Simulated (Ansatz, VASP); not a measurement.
## BaS in VASP and in Ansatz

```xyz
2
Lattice="0.0000 3.1938 3.1938 3.1938 0.0000 3.1938 3.1938 3.1938 0.0000" Properties=species:S:1:pos:R:3 pbc="T T T"
Ba    0.0000    0.0000    0.0000
S     3.1938    3.1938    3.1938
```

Alike in both runs: functional LDA; k mesh 5 × 5 × 5; occupations tetrahedron; non-collinear spin, spin-orbit coupling.

|  | VASP | Ansatz |
| --- | --- | --- |
| version | VASP 6.6.1 | Ansatz 0.2.0 |
| potentials or method | VASP PAW LDA potentials, release 64 (Ba_sv, S), cutoff 520 eV | all-electron LAPW, relativistic spinors |
| task | single point | density of states |

```tsv
	VASP	Ansatz	Ansatz less VASP
pressure (GPa)	-1.8	-2.5	-0.63
net moment per atom (μB)	0.00	0.00	0.000
```

LDA's correlation is that of Perdew and Zunger in VASP and of Perdew and Wang (1992) in Ansatz. Ansatz ran all-electron here, and VASP with PAW potentials.

Noted on Ansatz's run: the program warned that the printed levels may be off, so bands, gaps and densities of states are rough.
